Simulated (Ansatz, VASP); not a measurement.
**CaCoC4N4 in VASP and in Ansatz**

```
Ca Co C N
1.0
     6.11645    0.00000    0.00000
     0.00000    6.11645    0.00000
     0.00000    0.00000    6.11645
Ca Co C N
1 1 4 4
Direct
  0.50000 0.50000 0.50000
  0.00000 0.00000 0.00000
  0.18095 0.18095 0.18095
  0.18095 0.81905 0.81905
  0.81905 0.18095 0.81905
  0.81905 0.81905 0.18095
  0.29139 0.29139 0.29139
  0.29139 0.70861 0.70861
  0.70861 0.29139 0.70861
  0.70861 0.70861 0.29139
```

Alike in both runs: task single point; functional PBE; k mesh 4 × 4 × 4; occupations gaussian, width 0.1 eV; collinear spin.

|  | VASP | Ansatz |
| --- | --- | --- |
| version | VASP 6.6.1 | Ansatz 0.2.0 |
| potentials or method | VASP PAW PBE potentials, release 64 (Ca_sv, Co, C, N), cutoff 520 eV | scalar-relativistic, plane waves, PAW |
| valence electrons in the cell | 55 | 63 |

VASP gave:

```
gap on the k mesh at the Fermi level (eV)                     : 1.57
least direct gap on the mesh (eV)                             : 1.58
pressure (GPa)                                                : 3.4
rms of the force components (eV/Å)                            : 0.296
net moment per atom (μB)                                      : 0.30
size of the moment on the site where the two differ most (μB) : 2.18
```

Question: Which values does Ansatz return?

Answer: gap on the k mesh at the Fermi level (eV): 1.56; least direct gap on the mesh (eV): 1.57; pressure (GPa): 2.9; rms of the force components (eV/Å): 0.371; net moment per atom (μB): 0.30; size of the moment on the site where the two differ most (μB): 1.95.

Site moments also hang on the region over which each program counts them. Atom by atom the forces differ by 0.185 eV/Å (rms over components). One of these differences is far larger than is usual between the two programs; its cause wasn't traced. With one functional, cell and mesh, what is left measures potentials, basis and numerics. VASP's potentials hold 55 valence electrons a cell and Ansatz's 63, so a difference there can come from the potentials and not from the codes.

Noted on VASP's run: the standard files for N, O and F lose accuracy on very short bonds.
